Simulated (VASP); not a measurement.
## GaAs: single point with PBEsol+D3(BJ)

Crystal: GaAs.

```xyz
2
Lattice="3.9978 0.0000 0.0000 1.9989 3.4622 0.0000 1.9989 1.1541 3.2642" Properties=species:S:1:pos:R:3 pbc="T T T"
Ga    0.0000    0.0000    0.0000
As    1.9989    1.1541    0.8160
```

* Program: VASP 6.6.1
* Task: single point
* Functional: PBEsol
* Dispersion: D3(BJ)
* Potentials or basis: VASP PAW PBE potentials, release 64 (Ga_d, As)
* Cutoff: 500 eV
* k mesh: 3 × 3 × 3
* Occupations: gaussian, width 0.01 eV
* Spin: no spin polarisation
* Dipole correction: no
* Further INCAR settings: ALGO = Normal; EDIFF = 1e-06; NBANDS = 16

| Quantity | Value |
| --- | --- |
| Pressure | -0.5 GPa |
| Band gap on the k mesh | 0.42 eV, direct |
| Dispersion energy per atom | -0.299 eV |

Levels at points of the mesh, in eV from the valence-band top:
```tsv
k point	band 6	band 7	band 8	band 9	band 10	band 11	band 12	band 13
(0.00, 0.00, 0.00)	-12.76	0.00	0.00	0.00	0.42	3.60	3.60	3.60
```

Run time: 15 s on 1 thread of Intel Xeon 8259CL, on a shared host, peak memory 0.17 GiB.

Caveat: the k points lie up to 0.64 Å⁻¹ apart; the PAW data sets were made with another functional, which shifts forces and pressure a little.
